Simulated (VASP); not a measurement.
# Si5C (P4/mmm) in VASP: notebook

Runs on Si5C. Level: PBE. Tasks: single point, relaxation of cell and atoms.

Program: VASP 6.6.1. These are calculated values, not measurements. Logs are shortened: lines on timing, memory, paths and dates and some standing lists are left out, and cuts for length are marked.

**1. The cell of the first run**

Symmetry: P4/mmm, No. 123, tetragonal system. The conventional cell has a = 2.715 Å, b = 2.715 Å, c = 10.416 Å, α = 90.00°, β = 90.00°, γ = 90.00°. Within 3.0 Å of Si (site symmetry 4mm) lie 4 C at 2.26 Å and 9 Si at 2.38 to 2.85 Å. Si (site symmetry 4mm) has 12 Si at 2.71 to 2.85 Å and 1 C at 3.29 Å within 3.6 Å. Si (site symmetry 4/mmm) has 12 Si at 2.71 Å within 3.6 Å. C (site symmetry 4/mmm) has 8 Si at 2.26 Å and 4 C at 2.71 Å within 3.0 Å.

**2. Single point, PBE**

The input, INCAR:

```
PREC = Accurate
ENCUT = 520
EDIFF = 1E-6
ISMEAR = 0
SIGMA = 0.1
LREAL = False
LASPH = True
NELM = 80
ALGO = Normal
ISIF = 2
LWAVE = False
LCHARG = False
GGA = PE
NBANDS = 21
```

The input, KPOINTS:

```
regular mesh
0
Gamma
  6 6 2
```

The input, POSCAR:

```
Si5C
1.0
    2.7148010627      0.0000000000      0.0000000000
    0.0000000000      2.7148010627      0.0000000000
    0.0000000000      0.0000000000     10.4158395724
Si C
5 1
Direct
    0.5000000000      0.5000000000      0.1144019066
    0.0000000000      0.0000000000      0.3162549157
    0.5000000000      0.5000000000      0.5000000000
    0.0000000000      0.0000000000      0.6837450843
    0.5000000000      0.5000000000      0.8855980934
    0.0000000000      0.0000000000      0.0000000000
```

Potentials or basis: VASP PAW PBE potentials, release 64 (Si, C).

Run with:

```console
> cat potpaw_PBE.64/Si/POTCAR potpaw_PBE.64/C/POTCAR > POTCAR
> mpirun -np 1 vasp_std > vasp.out
```

OUTCAR:

```text
PREC = Accurate
   ENCUT = 520
   EDIFF = 1E-6
   ISMEAR = 0
   LREAL = False
   LASPH = True
   NELM = 80
   ISIF = 2
   GGA = PE

 ion  position               nearest neighbor table
   1  0.500  0.500  0.114-   6 2.26   6 2.26   6 2.26   6 2.26   5 2.38   2 2.85   2 2.85   2 2.85
                             2 2.85
   2  0.000  0.000  0.316-   3 2.71   3 2.71   3 2.71   3 2.71   1 2.85   1 2.85   1 2.85   1 2.85

   3  0.500  0.500  0.500-   2 2.71   4 2.71   2 2.71   4 2.71   2 2.71   4 2.71   2 2.71   4 2.71

   4  0.000  0.000  0.684-   3 2.71   3 2.71   3 2.71   3 2.71   5 2.85   5 2.85   5 2.85   5 2.85

   5  0.500  0.500  0.886-   6 2.26   6 2.26   6 2.26   6 2.26   1 2.38   4 2.85   4 2.85   4 2.85
                             4 2.85
   6  0.000  0.000  0.000-   1 2.26   5 2.26   1 2.26   5 2.26   1 2.26   5 2.26   1 2.26   5 2.26

  LATTYP: Found a simple tetragonal cell.
 ALAT       =     2.7148010627
 C/A-ratio  =     3.8366861261

  Lattice vectors:

 A1 = (   2.7148010627,   0.0000000000,   0.0000000000)
 A2 = (   0.0000000000,   2.7148010627,   0.0000000000)
 A3 = (   0.0000000000,   0.0000000000,  10.4158395724)

Analysis of symmetry for initial positions (statically):
=====================================================================
 Subroutine PRICEL returns:
 Original cell was already a primitive cell.

 Routine SETGRP: Setting up the symmetry group for a
 simple tetragonal supercell.

 Subroutine GETGRP returns: Found 16 space group operations
 (whereof 16 operations were pure point group operations)
 out of a pool of 16 trial point group operations.

The static configuration has the point symmetry D_4h.

Analysis of symmetry for dynamics (positions and initial velocities):
=====================================================================
 Subroutine PRICEL returns:
 Original cell was already a primitive cell.

 Routine SETGRP: Setting up the symmetry group for a
 simple tetragonal supercell.

 Subroutine GETGRP returns: Found 16 space group operations
 (whereof 16 operations were pure point group operations)
 out of a pool of 16 trial point group operations.

The dynamic configuration has the point symmetry D_4h.

 Subroutine INISYM returns: Found 16 space group operations
 (whereof 16 operations are pure point group operations),
 and found     1 'primitive' translations

----------------------------------------------------------------------------------------

                                     Primitive cell

  volume of cell :      76.7662

  direct lattice vectors                    reciprocal lattice vectors
     2.714801063  0.000000000  0.000000000     0.368351116  0.000000000  0.000000000
     0.000000000  2.714801063  0.000000000     0.000000000  0.368351116  0.000000000
     0.000000000  0.000000000 10.415839572     0.000000000  0.000000000  0.096007623

  length of vectors
     2.714801063  2.714801063 10.415839572     0.368351116  0.368351116  0.096007623

  position of ions in fractional coordinates (direct lattice)
     0.500000000  0.500000000  0.114401907
     0.000000000  0.000000000  0.316254916
     0.500000000  0.500000000  0.500000000
     0.000000000  0.000000000  0.683745084
     0.500000000  0.500000000  0.885598093
     0.000000000  0.000000000  0.000000000

  ion indices of the primitive-cell ions
   primitive index   ion index
                 1           1
                 2           2
                 3           3
                 4           4
                 5           5
                 6           6

----------------------------------------------------------------------------------------

 KPOINTS: regular mesh

Automatic generation of k-mesh.
 Grid dimensions read from file:
 generate k-points for:    6    6    2

 Generating k-lattice:

  Cartesian coordinates                     Fractional coordinates (reciprocal lattice)
     0.061391853  0.000000000  0.000000000     0.166666667  0.000000000  0.000000000
     0.000000000  0.061391853  0.000000000     0.000000000  0.166666667  0.000000000
     0.000000000  0.000000000  0.048003812     0.000000000  0.000000000  0.500000000

  Length of vectors
     0.061391853  0.061391853  0.048003812

  Shift w.r.t. Gamma in fractional coordinates (k-lattice)
     0.000000000  0.000000000  0.000000000

 Subroutine IBZKPT returns following result:
 ===========================================

 Found     20 irreducible k-points:

 Following reciprocal coordinates:
            Coordinates               Weight
  0.000000  0.000000  0.000000      1.000000
  0.166667  0.000000  0.000000      4.000000
  0.333333  0.000000  0.000000      4.000000
  0.500000  0.000000  0.000000      2.000000
  0.166667  0.166667  0.000000      4.000000
  0.333333  0.166667  0.000000      8.000000
[... 12 lines left out ...]
  0.500000  0.333333  0.500000      4.000000
  0.500000  0.500000  0.500000      1.000000
[... 99 lines left out ...]
      1      -4.2095      2.00000
      2      -1.4190      2.00000
      3      -0.5399      2.00000
      4       1.7306      2.00000
      5       2.5092      2.00000
      6       2.8438      2.00000
[... 13 lines left out ...]
     20      17.4311      0.00000
     21      18.1004      0.00000

 k-point     4 :       0.5000    0.0000    0.0000
  band No.  band energies     occupation
      1      -2.2218      2.00000
      2      -1.1223      2.00000
      3       1.2140      2.00000
      4       1.2874      2.00000
      5       1.8722      2.00000
      6       2.4134      2.00000
[... 13 lines left out ...]
     20      18.2769      0.00000
     21      18.4214      0.00000

 k-point     5 :       0.1667    0.1667    0.0000
  band No.  band energies     occupation
      1      -5.2003      2.00000
      2      -2.4947      2.00000
      3      -1.6150      2.00000
      4       1.4706      2.00000
      5       1.7490      2.00000
      6       6.0604      2.00000
[... 13 lines left out ...]
     20      16.7007      0.00000
     21      17.7588      0.00000

 k-point     6 :       0.3333    0.1667    0.0000
  band No.  band energies     occupation
      1      -3.7161      2.00000
      2      -0.8819      2.00000
      3      -0.0030      2.00000
      4       2.2064      2.00000
      5       3.0299      2.00000
      6       3.3627      2.00000
[... 13 lines left out ...]
     20      15.6076      0.00000
     21      17.3295      0.00000

 k-point     7 :       0.5000    0.1667    0.0000
  band No.  band energies     occupation
      1      -1.7680      2.00000
      2      -0.5959      2.00000
      3       1.7437      2.00000
      4       1.8195      2.00000
      5       2.4033      2.00000
      6       2.9397      2.00000
[... 13 lines left out ...]
     20      15.1485      0.00000
     21      16.2178      0.00000
[... 195 lines left out ...]
      1      -3.7117      2.00000
      2      -1.0821      2.00000
      3       0.8664      2.00000
      4       1.2620      2.00000
      5       2.2721      2.00000
      6       5.2444      2.00000
[... 13 lines left out ...]
     20      17.0607      0.00000
     21      17.2048      0.00000

 k-point    17 :       0.5000    0.1667    0.5000
  band No.  band energies     occupation
      1      -1.7662      2.00000
      2      -0.5889      2.00000
      3       1.5278      2.00000
      4       1.6478      2.00000
      5       3.1922      2.00000
      6       3.7513      2.00000
[... 13 lines left out ...]
     20      15.5668      0.00000
     21      15.5894      0.00000

 k-point    18 :       0.3333    0.3333    0.5000
  band No.  band energies     occupation
      1      -2.2611      2.00000
      2       0.5292      2.00000
      3       2.3992      2.00000
      4       2.8386      2.00000
      5       3.5235      2.00000
      6       3.8593      2.00000
[... 13 lines left out ...]
     20      13.5191      0.00000
     21      14.4590      0.00000

 k-point    19 :       0.5000    0.3333    0.5000
  band No.  band energies     occupation
      1      -0.4444      2.00000
      2       0.9609      2.00000
      3       3.1137      2.00000
      4       3.2295      2.00000
      5       4.6479      2.00000
      6       5.2515      2.00000
[... 13 lines left out ...]
     20      11.7812      0.00000
     21      14.2157      0.00000

 k-point    20 :       0.5000    0.5000    0.5000
  band No.  band energies     occupation
      1       1.0647      2.00000
      2       2.9020      2.00000
      3       2.9020      2.00000
      4       4.4481      2.00000
      5       5.4030      2.00000
      6       5.4030      2.00000
[... 13 lines left out ...]
     20      12.2645      0.00000
     21      12.5593      0.00000

------------------------ aborting loop because EDIFF is reached ----------------------------------------

  FORCE on cell =-STRESS in cart. coord.  units (eV):
  Direction    XX          YY          ZZ          XY          YZ          ZX
  --------------------------------------------------------------------------------------
  -------------------------------------------------------------------------------------
  Total       -0.0300729     -0.0300729     -0.0377047      0.0000000      0.0000000      0.0000000
  in kB       -0.6276479     -0.6276479     -0.7869292      0.0000000      0.0000000      0.0000000
  external PRESSURE =      -0.6807416 kB  Pullay stress =       0.0000000 kB

 VOLUME and BASIS-vectors are now :
 -----------------------------------------------------------------------------
  energy-cutoff  :      520.00
  volume of cell :       76.77
      direct lattice vectors                 reciprocal lattice vectors
     2.714801063  0.000000000  0.000000000     0.368351116  0.000000000  0.000000000
     0.000000000  2.714801063  0.000000000     0.000000000  0.368351116  0.000000000
     0.000000000  0.000000000 10.415839572     0.000000000  0.000000000  0.096007623

 POSITION                                       TOTAL-FORCE (eV/Angst)
 -----------------------------------------------------------------------------------
      1.35740      1.35740      1.19159         0.000000      0.000000      0.002217
      0.00000      0.00000      3.29406         0.000000     -0.000000     -0.001453
      1.35740      1.35740      5.20792         0.000000      0.000000      0.000000
      0.00000      0.00000      7.12178        -0.000000     -0.000000      0.001453
      1.35740      1.35740      9.22425         0.000000     -0.000000     -0.002217
      0.00000      0.00000      0.00000         0.000000      0.000000      0.000000
 -----------------------------------------------------------------------------------
    total drift:                                0.000000     -0.000000      0.000000

  FREE ENERGIE OF THE ION-ELECTRON SYSTEM (eV)
  ---------------------------------------------------
  free  energy   TOTEN  =       -30.8307565503 eV

  energy  without entropy=      -30.8224295046  energy(sigma->0) =      -30.82659303
```

Run time: 26 s. Hardware: 1 thread of Intel Xeon Platinum 8375C at 2.90GHz (Ice Lake), shared host; peak memory 0.18 GiB.

Results:

| Property | Result |
| --- | --- |
| Free energy | -30.8308 eV |
| Pressure | -0.1 GPa |
| Band gap on the k mesh | zero (bands 12 and 13 overlap by 6.26 eV) |

Forces on the atoms (eV/Å):
```
Si   0.000  0.000  0.002
Si   0.000  0.000 -0.001
Si   0.000  0.000  0.000
Si   0.000  0.000  0.001
Si   0.000  0.000 -0.002
C    0.000  0.000  0.000
```

Levels at points of the mesh, in eV from the Fermi level:
```
           k point  band 7  band 8  band 9  band 10  band 11  band 12  band 13  band 14  band 15  band 16
(0.00, 0.00, 0.00)   -3.12   -1.26   -1.26     1.88     3.22     3.85     3.85     4.54     4.86     4.86
(0.50, 0.00, 0.00)   -5.71   -4.93   -4.88    -4.72    -0.26     0.71     1.25     1.48     1.66     6.20
(0.50, 0.50, 0.00)   -3.95   -3.82   -3.78    -3.78    -3.78    -2.60    -1.61    -0.70    -0.70    -0.62
(0.00, 0.00, 0.50)   -1.26   -1.26   -0.17     0.50     2.15     3.76     3.76     4.82     4.90     5.34
(0.50, 0.00, 0.50)   -6.96   -6.83   -3.03    -2.51    -2.29    -1.42     0.71     3.72     4.50     4.94
(0.50, 0.50, 0.50)   -4.30   -3.94   -3.06    -3.06    -2.78    -2.73    -2.40    -2.40    -1.78    -1.44
```

Caveat: the k points lie up to 0.39 Å⁻¹ apart, too coarse for converged energies and pressures of a metal.

**3. Single point, PBE**

This run uses another cell than the first one, of 14.80 Å³/atom.

The input, INCAR:

```
SYSTEM = Si5C
ALGO = Normal
EDIFF = 1E-6
ENCUT = 520
GGA = PE
ISIF = 2
ISMEAR = 0
LASPH = .True.
LCHARG = .False.
LREAL = .False.
LWAVE = .False.
NBANDS = 21
NELM = 80
PREC = Accurate
SIGMA = 0.1
```

The input, KPOINTS:

```
k-points
0
Gamma
  6 6 2
  0 0 0
```

The input, POSCAR:

```
Si5C
1.0
    2.7558119000      0.0000000000      0.0000000000
    0.0000000000      2.7558119000      0.0000000000
    0.0000000000      0.0000000000     11.6919196900
Si C
5 1
Direct
    0.5000000000      0.5000000000      0.1666666700
    0.0000000000      0.0000000000      0.3333333300
    0.5000000000      0.5000000000      0.5000000000
    0.0000000000      0.0000000000      0.6666666700
    0.5000000000      0.5000000000      0.8333333300
    0.0000000000      0.0000000000      0.0000000000
```

Potentials or basis: VASP PAW PBE potentials, release 64 (Si, C).

Run with:

```console
> cat potpaw_PBE.64/Si/POTCAR potpaw_PBE.64/C/POTCAR > POTCAR
> mpirun -np 1 vasp_std > vasp.out
```

Run time: 32 s. Hardware: 1 thread of Intel Xeon Platinum 8375C at 2.90GHz (Ice Lake), shared host; peak memory 0.18 GiB.

The run converged. Its results:

* Free energy: -28.5409 eV
* Pressure: -8.8 GPa
* Largest force: 1.237 eV/Å
* Band gap on the k mesh: zero (bands 12 and 13 overlap by 6.02 eV)

Forces in eV/Å, atoms in the order of the input:
```
Si   0.000  0.000 -1.237
Si   0.000  0.000 -0.076
Si   0.000  0.000  0.000
Si   0.000  0.000  0.076
Si   0.000  0.000  1.237
C    0.000  0.000  0.000
```

Stress tensor (GPa, compression positive):
```
 -6.47   0.00   0.00
  0.00  -6.47   0.00
  0.00   0.00 -13.59
```

Levels at points of the mesh, in eV from the Fermi level:
| k point | band 10 | band 11 | band 12 | band 13 | band 14 | band 15 |
| --- | --- | --- | --- | --- | --- | --- |
| (0.00, 0.00, 0.00) | 1.77 | 1.77 | 3.51 | 3.51 | 4.30 | 4.30 |
| (0.50, 0.00, 0.00) | -4.50 | -0.84 | -0.33 | 0.10 | 0.15 | 2.74 |
| (0.50, 0.50, 0.00) | -3.43 | -3.29 | -2.77 | -1.18 | -1.18 | -0.56 |
| (0.00, 0.00, 0.50) | 1.77 | 3.45 | 3.45 | 3.90 | 4.49 | 4.49 |
| (0.50, 0.00, 0.50) | -2.71 | -2.69 | -2.24 | 1.91 | 2.44 | 2.52 |
| (0.50, 0.50, 0.50) | -2.53 | -2.53 | -2.51 | -2.51 | -2.51 | -1.33 |

Caveat: the k points lie up to 0.38 Å⁻¹ apart, too coarse for converged energies and pressures of a metal; forces of over 1 eV/Å act on the atoms, so gaps and moduli don't describe the material at rest.

**4. Relaxation of cell and atoms, PBE**

This run uses another cell than the first one, of 14.80 Å³/atom.

The input, INCAR:

```
ALGO = Normal
EDIFF = 1E-6
EDIFFG = -0.04
ENCUT = 600
GGA = PE
IBRION = 2
ISIF = 3
ISMEAR = 0
LASPH = True
LCHARG = False
LREAL = False
LWAVE = False
NELM = 80
NSW = 90
PREC = Accurate
SIGMA = 0.1
```

The input, KPOINTS:

```
k-points
0
Gamma
  6 6 2
```

POSCAR is that of step 3.

Run with:

```console
> cat potpaw_PBE.64/Si/POTCAR potpaw_PBE.64/C/POTCAR > POTCAR
> mpirun -np 1 vasp_std > vasp.out
```

Run time: 5.5 min. Hardware: 1 thread of Intel Xeon Platinum 8375C at 2.90GHz (Ice Lake), shared host; peak memory 0.24 GiB.

It converged, with:

| Item | Value |
| --- | --- |
| Free energy | -30.7487 eV |
| Relaxed volume | 12.56 Å³/atom |
| Relaxed cell | a = 2.858 Å, b = 2.858 Å, c = 9.227 Å, α = 90.00°, β = 90.00°, γ = 90.00° |
| Space group after relaxing (to 0.1 Å) | P4/mmm (No. 123) |
| Energy gained by relaxing | 373.1 meV/atom |
| Ionic steps | 16 |
| Pressure after relaxing | 0.1 GPa |
| Largest force after relaxing | 0.040 eV/Å |

Forces on the atoms (eV/Å):
```
Si   0.000  0.000  0.021
Si   0.000  0.000 -0.040
Si   0.000  0.000  0.000
Si   0.000  0.000  0.040
Si   0.000  0.000 -0.021
C    0.000  0.000  0.000
```

Stress tensor (GPa, compression positive):
```
0.20 0.00 0.00
0.00 0.20 0.00
0.00 0.00 0.04
```

The path:
| step | energy change (eV) | largest force (eV/Å) | pressure (GPa) | volume (Å³) |
| --- | --- | --- | --- | --- |
| 1 | 0.0000 | 1.2213 | -8.70 | 88.79 |
| 2 | -0.6208 | 1.3971 | -0.93 | 78.84 |
| 3 | -0.7325 | 1.6828 | 4.71 | 74.29 |
| 4 | -1.2795 | 1.8276 | 5.03 | 72.66 |
| 5 | -1.5812 | 2.2265 | 19.20 | 66.88 |
| 6 | -1.6293 | 1.4558 | 7.98 | 70.66 |
| 7 | -1.8287 | 1.0293 | 11.41 | 69.15 |
| 8 | -1.9071 | 0.6523 | 14.03 | 68.04 |
| 9 | -1.9450 | 2.0469 | 3.63 | 74.80 |
| 10 | -2.0682 | 1.0532 | 8.19 | 71.42 |
| 11 | -2.2259 | 0.2786 | -2.16 | 76.92 |
| 12 | -2.2362 | 0.1194 | -0.37 | 75.76 |
| 13 | -2.2361 | 0.1130 | -0.49 | 75.85 |
| 14 | -2.2377 | 0.0738 | -0.25 | 75.63 |
| 15 | -2.2380 | 0.0520 | -0.11 | 75.51 |
| 16 | -2.2384 | 0.0398 | 0.15 | 75.37 |

Final structure:
```yaml
crystal:
  lattice:
    - [2.85801, 0.00000, 0.00000]
    - [0.00000, 2.85801, 0.00000]
    - [0.00000, 0.00000, 9.22707]
  atoms:
    - { symbol: Si, position: [0.50000, 0.50000, 0.12763] }
    - { symbol: Si, position: [0.00000, 0.00000, 0.32254] }
    - { symbol: Si, position: [0.50000, 0.50000, 0.50000] }
    - { symbol: Si, position: [0.00000, 0.00000, 0.67746] }
    - { symbol: Si, position: [0.50000, 0.50000, 0.87237] }
    - { symbol: C, position: [0.00000, 0.00000, 0.00000] }
```

Levels at points of the mesh, in eV from the Fermi level:
| k point | band 9 | band 10 | band 11 | band 12 | band 13 | band 14 |
| --- | --- | --- | --- | --- | --- | --- |
| (0.00, 0.00, 0.00) | -0.56 | 0.79 | 1.54 | 1.54 | 2.81 | 2.81 |
| (0.50, 0.00, 0.00) | -4.59 | -4.06 | 0.28 | 1.21 | 3.43 | 3.57 |
| (0.50, 0.50, 0.00) | -4.78 | -4.60 | -4.60 | -4.07 | -1.39 | -0.58 |
| (0.00, 0.00, 0.50) | -0.05 | 1.38 | 1.38 | 2.65 | 3.34 | 3.50 |
| (0.50, 0.00, 0.50) | -1.59 | -1.58 | -1.51 | 0.28 | 0.34 | 4.60 |
| (0.50, 0.50, 0.50) | -3.61 | -3.45 | -3.45 | -3.26 | -2.73 | -2.73 |

Caveat: the k points lie up to 0.37 Å⁻¹ apart in the final cell; the volume moved by over 15 % at a fixed basis, so the end points are rough; the highest band is partly filled, so the run has too few bands.

**5. The runs side by side**

```tsv
task	cell	cutoff (eV)	gap on the mesh (eV)	pressure (GPa)	largest force (eV/Å)
single point	a = 2.715, b = 2.715, c = 10.416 Å, 6 atoms, atomic positions A	520	none	-0.1	-
single point	a = 2.756, b = 2.756, c = 11.692 Å, 6 atoms, atomic positions B	520	none	-8.8	1.24
relaxation of cell and atoms	relaxed from a = 2.756, b = 2.756, c = 11.692 Å, 6 atoms, atomic positions B	600	-	0.1	0.04
```

Alike in all rows: level PBE; potentials or basis VASP PAW PBE potentials, release 64 (Si, C); no spin polarisation; k mesh 6 × 6 × 2; smearing gaussian 0.1 eV.

Caveats: all runs use coarse meshes; forces of over 1 eV/Å act on the atoms, so gaps and moduli don't describe the material at rest (at least some runs); the volume moved by over 15 % at a fixed basis, so the end points are rough (at least some runs); the highest band is partly filled, so the run has too few bands (at least some runs).

Absolute energies hang on the potentials; compare differences alone.
